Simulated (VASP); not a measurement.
Write the native input for VASP 6.6.1 that does the following.

- Task: single point
- Functional: PBE
- Potentials or basis: VASP PAW PBE potentials, release 64 (Ca_sv, O)
- Cutoff: 520 eV
- k mesh: 6 × 6 × 2
- Occupations: gaussian, width 0.01 eV
- Spin: no spin polarisation
- Dipole correction: no
- Further INCAR settings: ALGO = Normal; EDIFF = 1e-07; NBANDS = 24

The structure of CaO lies in POSCAR:

```
CaO
1.0
    3.3199366186      0.0000000000      0.0000000000
   -1.6599683093      2.8751494507      0.0000000000
    0.0000000000      0.0000000000      5.8143085453
Ca O
2 2
Direct
    0.0000000000      0.0000000000      0.0000000000
    0.0000000000      0.0000000000      0.5000000000
    0.3333333333      0.6666666667      0.2500000000
    0.6666666667      0.3333333333      0.7500000000
```

These files were run (other wordings do the same):

INCAR

```
PREC = Accurate
ENCUT = 520
EDIFF = 1E-7
ISMEAR = 0
SIGMA = 0.01
LREAL = False
LASPH = True
NELM = 80
ALGO = Normal
ISIF = 2
LWAVE = False
LCHARG = False
GGA = PE
NBANDS = 24
```

KPOINTS

```
regular mesh
0
Gamma
  6 6 2
```

Potentials or basis: VASP PAW PBE potentials, release 64 (Ca_sv, O).

Command:

```console
$ cat potpaw_PBE.64/Ca_sv/POTCAR potpaw_PBE.64/O/POTCAR > POTCAR
$ mpirun -np 1 vasp_std > vasp.out
```

It gave:

```json
{"Pressure": "3.3 GPa", "Band gap on the k mesh": "3.83 eV"}
```

Caveat: the k points lie up to 0.54 Å⁻¹ apart.

Run time: 30 s on 1 thread of Intel(R) Xeon(R) Platinum 8259CL CPU @ 2.50GHz (Skylake/Cascade Lake), on a shared host, peak memory 0.18 GiB.
